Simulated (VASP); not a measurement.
# Hf2SiOF2 (P4/mmm) in VASP: a series of runs

Runs on Hf2SiOF2. Level: PBE. Tasks: single point.

All numbers are computed with VASP 6.6.1; they aren't measurements. Logs are shortened: lines on timing, memory, paths and dates and some standing lists are left out, and cuts for length are marked.

**1. The cell of the first run**

Symmetry: P4/mmm, No. 123, tetragonal system. Conventional cell: a = 3.866 Å, b = 3.866 Å, c = 5.345 Å, α = 90.00°, β = 90.00°, γ = 90.00°. Within 2.6 Å of Hf (site symmetry mmm) lie 2 O at 1.93 Å and 4 F at 2.43 Å. Within 3.5 Å of Si (site symmetry 4/mmm) lie 2 O at 2.67 Å and 8 F at 2.99 Å and 8 Hf at 3.30 Å. Within 2.7 Å of O (site symmetry 4/mmm) lie 4 Hf at 1.93 Å and 2 Si at 2.67 Å. Within 3.2 Å of F (site symmetry 4mm) lie 2 F at 2.40 to 2.94 Å and 4 Hf at 2.43 Å and 4 Si at 2.99 Å and 4 O at 3.10 Å.

The cell was generated, and may not be a known phase.

**2. Single point, PBE**

INCAR reads:

```
SYSTEM = Hf2SiOF2
PREC = Accurate ; ENCUT = 520
EDIFF = 1E-6 ; ISMEAR = 0
SIGMA = 0.1 ; LREAL = .FALSE.
LASPH = .TRUE. ; NELM = 100
ALGO = Normal ; ISIF = 2
LWAVE = .FALSE. ; LCHARG = .FALSE.
GGA = PE ; NBANDS = 31
```

KPOINTS reads:

```
regular mesh
0
G
  4 4 4
  0 0 0
```

POSCAR reads:

```
Hf2SiOF2
1.0
    3.8660858100      0.0000000000      0.0000000000
    0.0000000000      3.8660858100      0.0000000000
    0.0000000000      0.0000000000      5.3452196400
Hf Si O F
2 1 1 2
Direct
    0.0000000000      0.5000000000      0.5000000000
    0.5000000000      0.0000000000      0.5000000000
    0.0000000000      0.0000000000      0.0000000000
    0.0000000000      0.0000000000      0.5000000000
    0.5000000000      0.5000000000      0.7753030100
    0.5000000000      0.5000000000      0.2246969900
```

Potentials or basis: VASP PAW PBE potentials, release 64 (Hf_pv, Si, O, F).

On the command line:

```sh
cat potpaw_PBE.64/Hf_pv/POTCAR potpaw_PBE.64/Si/POTCAR potpaw_PBE.64/O/POTCAR potpaw_PBE.64/F/POTCAR > POTCAR
mpirun -np 1 vasp_std > vasp.out
```

OUTCAR:

```text
SYSTEM = Hf2SiOF2
   PREC = Accurate
   ENCUT = 520
   EDIFF = 1E-6
   ISMEAR = 0
   LREAL = .FALSE.
   LASPH = .TRUE.
   NELM = 100
   ISIF = 2
   GGA = PE

 ion  position               nearest neighbor table
   1  0.000  0.500  0.500-   4 1.93   4 1.93   6 2.43   5 2.43   5 2.43   6 2.43   2 2.73   2 2.73
                             2 2.73   2 2.73   3 3.30   3 3.30   3 3.30   3 3.30
   2  0.500  0.000  0.500-   4 1.93   4 1.93   6 2.43   5 2.43   6 2.43   5 2.43   1 2.73   1 2.73
                             1 2.73   1 2.73   3 3.30   3 3.30   3 3.30   3 3.30
   3  0.000  0.000  0.000-   1 3.30   2 3.30   1 3.30   2 3.30   1 3.30   1 3.30   2 3.30   2 3.30

   4  0.000  0.000  0.500-   1 1.93   2 1.93   1 1.93   2 1.93
   5  0.500  0.500  0.775-   1 2.43   2 2.43   2 2.43   1 2.43
   6  0.500  0.500  0.225-   1 2.43   2 2.43   2 2.43   1 2.43

  LATTYP: Found a simple tetragonal cell.
 ALAT       =     3.8660858100
 C/A-ratio  =     1.3825920848

  Lattice vectors:

 A1 = (   3.8660858100,   0.0000000000,   0.0000000000)
 A2 = (   0.0000000000,   3.8660858100,   0.0000000000)
 A3 = (   0.0000000000,   0.0000000000,   5.3452196400)

Analysis of symmetry for initial positions (statically):
=====================================================================
 Subroutine PRICEL returns:
 Original cell was already a primitive cell.

 Routine SETGRP: Setting up the symmetry group for a
 simple tetragonal supercell.

 Subroutine GETGRP returns: Found 16 space group operations
 (whereof 16 operations were pure point group operations)
 out of a pool of 16 trial point group operations.

The static configuration has the point symmetry D_4h.

Analysis of symmetry for dynamics (positions and initial velocities):
=====================================================================
 Subroutine PRICEL returns:
 Original cell was already a primitive cell.

 Routine SETGRP: Setting up the symmetry group for a
 simple tetragonal supercell.

 Subroutine GETGRP returns: Found 16 space group operations
 (whereof 16 operations were pure point group operations)
 out of a pool of 16 trial point group operations.

The dynamic configuration has the point symmetry D_4h.

 Subroutine INISYM returns: Found 16 space group operations
 (whereof 16 operations are pure point group operations),
 and found     1 'primitive' translations

----------------------------------------------------------------------------------------

                                     Primitive cell

  volume of cell :      79.8930

  direct lattice vectors                    reciprocal lattice vectors
     3.866085810  0.000000000  0.000000000     0.258659546  0.000000000  0.000000000
     0.000000000  3.866085810  0.000000000     0.000000000  0.258659546  0.000000000
     0.000000000  0.000000000  5.345219640     0.000000000  0.000000000  0.187083051

  length of vectors
     3.866085810  3.866085810  5.345219640     0.258659546  0.258659546  0.187083051

  position of ions in fractional coordinates (direct lattice)
     0.000000000  0.500000000  0.500000000
     0.500000000  0.000000000  0.500000000
     0.000000000  0.000000000  0.000000000
     0.000000000  0.000000000  0.500000000
     0.500000000  0.500000000  0.775303010
     0.500000000  0.500000000  0.224696990

  ion indices of the primitive-cell ions
   primitive index   ion index
                 1           1
                 2           2
                 3           3
                 4           4
                 5           5
                 6           6

----------------------------------------------------------------------------------------

 KPOINTS: regular mesh

Automatic generation of k-mesh.
 Grid dimensions read from file:
 generate k-points for:    4    4    4

 Generating k-lattice:

  Cartesian coordinates                     Fractional coordinates (reciprocal lattice)
     0.064664886  0.000000000  0.000000000     0.250000000  0.000000000  0.000000000
     0.000000000  0.064664886  0.000000000     0.000000000  0.250000000  0.000000000
     0.000000000  0.000000000  0.046770763     0.000000000  0.000000000  0.250000000

  Length of vectors
     0.064664886  0.064664886  0.046770763

  Shift w.r.t. Gamma in fractional coordinates (k-lattice)
     0.000000000  0.000000000  0.000000000

 Subroutine IBZKPT returns following result:
 ===========================================

 Found     18 irreducible k-points:

 Following reciprocal coordinates:
            Coordinates               Weight
  0.000000  0.000000  0.000000      1.000000
  0.250000  0.000000  0.000000      4.000000
  0.500000  0.000000  0.000000      2.000000
  0.250000  0.250000  0.000000      4.000000
  0.500000  0.250000  0.000000      4.000000
  0.500000  0.500000  0.000000      1.000000
[... 10 lines left out ...]
  0.500000  0.250000  0.500000      4.000000
  0.500000  0.500000  0.500000      1.000000
   k-points           NKPTS =     18   k-points in BZ     NKDIM =     18   number of bands    NBANDS=     31
   number of dos      NEDOS =    301   number of ions     NIONS =      6
   total plane-waves  NPLWV =  36000
   dimension x,y,z NGX =    30 NGY =   30 NGZ =   40
   dimension x,y,z NGXF=    60 NGYF=   60 NGZF=   80
   ions per type =               2   1   1   2
   NGX,Y,Z   is equivalent  to a cutoff of  12.90, 12.90, 12.44 a.u.
   NGXF,Y,Z  is equivalent  to a cutoff of  25.80, 25.80, 24.88 a.u.
 SYSTEM =  Hf2SiOF2
   PREC   = accura    normal or accurate (medium, high low for compatibility)
   ISTART =      0    job   : 0-new  1-cont  2-samecut
   ICHARG =      2    charge: 1-file 2-atom 10-const
   ISPIN  =      1    spin polarized calculation?
   LNONCOLLINEAR =      F non collinear calculations
   LSORBIT =      F    spin-orbit coupling
   LASPH  =      T    aspherical Exc in radial PAW
   ENCUT  =  520.0 eV  38.22 Ry    6.18 a.u.   7.19  7.19  9.94*2*pi/ulx,y,z
   NELM   =    100;   NELMIN=  2; NELMDL= -5     # of ELM steps
   EDIFF  = 0.1E-05   stopping-criterion for ELM
   LREAL  =      F    real-space projection
   EDIFFG = 0.1E-04   stopping-criterion for IOM
   NSW    =      0    number of steps for IOM
   IBRION =     -1    ionic relax: 0-MD 1-quasi-New 2-CG
   NFREE  =      0    steps in history (QN), initial steepest desc. (CG)
   ISIF   =      2    stress and relaxation
   ISYM   =      2    0-nonsym 1-usesym 2-fastsym
   POTIM  = 0.5000    time-step for ionic-motion
   TEBEG  =    0.0;   TEEND  =   0.0 temperature during run
   PSTRESS=    0.0 pullay stress
   NELECT =      44.0000    total number of electrons
   NUPDOWN=      -1.0000    fix difference up-down
   EMIN   =  10.00;   EMAX   =-10.00  energy-range for DOS
   EFERMI =   0.00;   METHOD = LEGACY
   ISMEAR =     0;   SIGMA  =   0.10  broadening in eV -4-tet -1-fermi 0-gaus
   EFERMI_NEDOS =   21; number of points for ismear=-14 and -15
   IALGO  =     38    algorithm
   IMIX   =      4    mixing-type and parameters
     AMIX     =   0.40;   BMIX     =  1.00
     AMIX_MAG =   1.60;   BMIX_MAG =  1.00
  volume/ion in A,a.u.               =      13.32        89.86
  Fermi-wavevector in a.u.,A,eV,Ry     =   1.341908  2.535839 24.500259  1.800718
  Thomas-Fermi vector in A             =   2.470105
   LORBIT       =      0    0 simple, 1 ext, 2 COOP (PROOUT), +10 PAW based schemes
   GGA     = PE    functional components
   LHFCALC =     F    Hartree Fock is set to
   AEXX    =    0.0000 exact exchange contribution
   IVDW    =     0    specifies the selected vdW correction
   LEPSILON=     F    determine dielectric tensor
   LRPA    =     F    only Hartree local field effects (RPA)
 non-spin polarized calculation
 Gauss-broadening in eV      SIGMA  =   0.10
  energy-cutoff  :      520.00
  volume of cell :       79.89
 maximum number of plane-waves:      2172
 NGX is ok and might be reduce to    30
   NGX = 15   NGY = 15   NGZ = 19

 number of electron      44.0000009 magnetization

 Free energy of the ion-electron system (eV)
  ---------------------------------------------------
  ext. energy  EPLUGINS =         0.00000000
  ---------------------------------------------------
  free energy    TOTEN  =       -38.11066893 eV

  energy without entropy =      -38.07698109  energy(sigma->0) =      -38.09382501

 E-fermi :   6.2575     XC(G=0): -11.2421

 val. band max:        6.2512825341   @ k =   0.5000   0.5000   0.5000
 cond. band min:       6.2641802511   @ k =   0.5000   0.2500   0.0000
 fundamental gap:      0.0128977170
 Fermi energy:         6.2574910905

 k-point     1 :       0.0000    0.0000    0.0000
  band No.  band energies     occupation
      1     -26.3217      2.00000
      2     -26.3217      2.00000
      3     -25.5344      2.00000
      4     -25.0236      2.00000
      5     -24.7763      2.00000
      6     -24.7763      2.00000
[... 23 lines left out ...]
     30      10.9174      0.00000
     31      11.7498      0.00000

 k-point     2 :       0.2500    0.0000    0.0000
  band No.  band energies     occupation
      1     -26.3205      2.00000
      2     -26.1324      2.00000
      3     -25.4490      2.00000
      4     -25.1618      2.00000
      5     -25.0856      2.00000
      6     -25.0048      2.00000
[... 23 lines left out ...]
     30      10.7990      0.00000
     31      11.4795      0.00000

 k-point     3 :       0.5000    0.0000    0.0000
  band No.  band energies     occupation
      1     -26.2779      2.00000
      2     -25.7908      2.00000
      3     -25.5460      2.00000
      4     -25.3852      2.00000
      5     -25.2722      2.00000
      6     -25.2389      2.00000
[... 499 lines left out ...]
     30      10.2673      0.00000
     31      10.3545      0.00000

 k-point    18 :       0.5000    0.5000    0.5000
  band No.  band energies     occupation
      1     -27.5202      2.00000
      2     -26.4301      2.00000
      3     -25.2235      2.00000
      4     -25.2235      2.00000
      5     -24.5800      2.00000
      6     -24.4879      2.00000
[... 23 lines left out ...]
     30      10.8996      0.00000
     31      13.1818      0.00000

------------------------ aborting loop because EDIFF is reached ----------------------------------------

  FORCE on cell =-STRESS in cart. coord.  units (eV):
  Direction    XX          YY          ZZ          XY          YZ          ZX
  --------------------------------------------------------------------------------------
  -------------------------------------------------------------------------------------
  Total       26.7860667     26.7860667     -4.1984106      0.0000000      0.0000000      0.0000000
  in kB      537.1690663    537.1690663    -84.1951277      0.0000000      0.0000000      0.0000000
  external PRESSURE =     330.0476683 kB  Pullay stress =       0.0000000 kB

 VOLUME and BASIS-vectors are now :
 -----------------------------------------------------------------------------
  energy-cutoff  :      520.00
  volume of cell :       79.89
      direct lattice vectors                 reciprocal lattice vectors
     3.866085810  0.000000000  0.000000000     0.258659546  0.000000000  0.000000000
     0.000000000  3.866085810  0.000000000     0.000000000  0.258659546  0.000000000
     0.000000000  0.000000000  5.345219640     0.000000000  0.000000000  0.187083051

 POSITION                                       TOTAL-FORCE (eV/Angst)
 -----------------------------------------------------------------------------------
      0.00000      1.93304      2.67261         0.000000      0.000000      0.000000
      1.93304      0.00000      2.67261         0.000000      0.000000      0.000000
      0.00000      0.00000      0.00000         0.000000      0.000000      0.000000
      0.00000      0.00000      2.67261         0.000000      0.000000      0.000000
      1.93304      1.93304      4.14416        -0.000000     -0.000000     -2.166448
      1.93304      1.93304      1.20105         0.000000     -0.000000      2.166448
 -----------------------------------------------------------------------------------
    total drift:                                0.000000      0.000000      0.000000

  FREE ENERGIE OF THE ION-ELECTRON SYSTEM (eV)
  ---------------------------------------------------
  free  energy   TOTEN  =       -38.1106689322 eV

  energy  without entropy=      -38.0769810850  energy(sigma->0) =      -38.09382501
```

It took 21 s on 1 thread of Intel Xeon 6975P-C (Granite Rapids), shared host; peak memory 0.21 GiB.

Results:

- Free energy: -38.1107 eV
- Pressure: 33.0 GPa
- Largest force: 2.166 eV/Å
- Band gap on the k mesh: zero (bands 22 and 23 overlap by 0.73 eV)

Forces on the atoms (eV/Å):
```
Hf   0.000  0.000  0.000
Hf   0.000  0.000  0.000
Si   0.000  0.000  0.000
O    0.000  0.000  0.000
F    0.000  0.000 -2.166
F    0.000  0.000  2.166
```

Stress tensor (GPa, compression positive):
```
53.72  0.00  0.00
 0.00 53.72  0.00
 0.00  0.00 -8.42
```

Levels at points of the mesh, in eV from the Fermi level:
| k point | band 18 | band 19 | band 20 | band 21 | band 22 | band 23 | band 24 | band 25 | band 26 | band 27 |
| --- | --- | --- | --- | --- | --- | --- | --- | --- | --- | --- |
| (0.00, 0.00, 0.00) | -5.75 | -5.75 | -3.59 | -1.03 | 0.28 | 0.28 | 0.80 | 1.30 | 2.24 | 2.24 |
| (0.50, 0.00, 0.00) | -6.09 | -5.28 | -2.14 | 0.24 | 0.51 | 1.15 | 1.61 | 1.69 | 1.83 | 1.87 |
| (0.50, 0.50, 0.00) | -6.36 | -5.94 | -1.23 | -1.23 | 0.43 | 0.43 | 1.28 | 1.35 | 4.66 | 4.67 |
| (0.00, 0.00, 0.50) | -5.75 | -4.85 | -3.59 | -2.77 | -0.41 | -0.13 | -0.13 | 2.30 | 3.08 | 3.08 |
| (0.50, 0.00, 0.50) | -6.51 | -4.38 | -1.27 | -0.85 | -0.54 | 0.50 | 0.53 | 1.75 | 2.36 | 2.53 |
| (0.50, 0.50, 0.50) | -6.57 | -4.42 | -0.23 | -0.23 | -0.19 | -0.01 | -0.01 | 0.86 | 1.95 | 1.95 |

Caveat: the k points lie up to 0.41 Å⁻¹ apart, too coarse for converged energies and pressures of a metal; spin-orbit coupling is left out, which moves the levels of the heavy elements; forces of over 1 eV/Å act on the atoms, so gaps and moduli don't describe the material at rest.

**3. Single point, PBE**

This run uses another cell than the first one, of 14.09 Å³/atom.

INCAR reads:

```
SYSTEM = Hf2SiOF2
PREC     = Accurate       ! precision mode
ENCUT    = 520            ! plane-wave cutoff, eV
EDIFF    = 1E-7           ! SCF threshold, eV
ISMEAR   = 0              ! smearing method
SIGMA    = 0.1            ! smearing width, eV
LREAL    = .FALSE.        ! projectors in reciprocal space
LASPH    = .TRUE.         ! aspherical terms in the spheres
NELM     = 80             ! most SCF steps
ALGO     = Normal         ! electronic algorithm
ISIF     = 2              ! what is computed and relaxed
LWAVE    = .FALSE.        ! write WAVECAR
LCHARG   = .FALSE.        ! write CHGCAR
GGA      = PE             ! functional
NBANDS   = 31             ! bands
```

KPOINTS is that of step 2.

POSCAR reads:

```
Hf2SiOF2
1.0
    4.3323534171      0.0000000000      0.0000000000
    0.0000000000      4.3323534171      0.0000000000
    0.0000000000      0.0000000000      4.5041975293
Hf Si O F
2 1 1 2
Direct
    0.0000000000      0.5000000000      0.5000000000
    0.5000000000      0.0000000000      0.5000000000
    0.0000000000      0.0000000000      0.0000000000
    0.0000000000      0.0000000000      0.5000000000
    0.5000000000      0.5000000000      0.7357820770
    0.5000000000      0.5000000000      0.2642179230
```

Potentials or basis: VASP PAW PBE potentials, release 64 (Hf_pv, Si, O, F).

On the command line:

```sh
cat potpaw_PBE.64/Hf_pv/POTCAR potpaw_PBE.64/Si/POTCAR potpaw_PBE.64/O/POTCAR potpaw_PBE.64/F/POTCAR > POTCAR
mpirun -np 1 vasp_std > vasp.out
```

It took 19 s on 1 thread of Intel Xeon 6975P-C (Granite Rapids), shared host; peak memory 0.21 GiB.

The run converged. Its results:

| Item | Value |
| --- | --- |
| Free energy | -42.6643 eV |
| Pressure | -1.4 GPa |
| Largest force | 0.084 eV/Å |
| Band gap on the k mesh | zero (bands 22 and 23 overlap by 2.25 eV) |

Forces in eV/Å, atoms in the order of the input:
```
Hf   0.000  0.000  0.000
Hf   0.000  0.000  0.000
Si   0.000  0.000  0.000
O    0.000  0.000  0.000
F    0.000  0.000 -0.084
F    0.000  0.000  0.084
```

Stress tensor (GPa, compression positive):
```
-1.96  0.00  0.00
 0.00 -1.96  0.00
 0.00  0.00 -0.37
```

Levels at points of the mesh, in eV from the Fermi level:
```
           k point  band 20  band 21  band 22  band 23  band 24  band 25
(0.00, 0.00, 0.00)    -3.34    -0.58    -0.37    -0.37     0.45     0.53
(0.50, 0.00, 0.00)    -3.20    -0.53    -0.09    -0.04     0.43     0.77
(0.50, 0.50, 0.00)    -2.81    -2.81     0.28     0.54     0.54     0.83
(0.00, 0.00, 0.50)    -3.26    -2.04    -2.04    -1.97     0.81     1.59
(0.50, 0.00, 0.50)    -2.38    -2.31    -0.75    -0.04     0.54     0.80
(0.50, 0.50, 0.50)    -1.46    -1.46    -0.38     0.22     0.22     0.51
```

Caveat: the k points lie up to 0.36 Å⁻¹ apart, too coarse for converged energies and pressures of a metal; spin-orbit coupling is left out, which moves the levels of the heavy elements.

The gap in the log of VASP goes by the Fermi energy; the results here count the filled bands.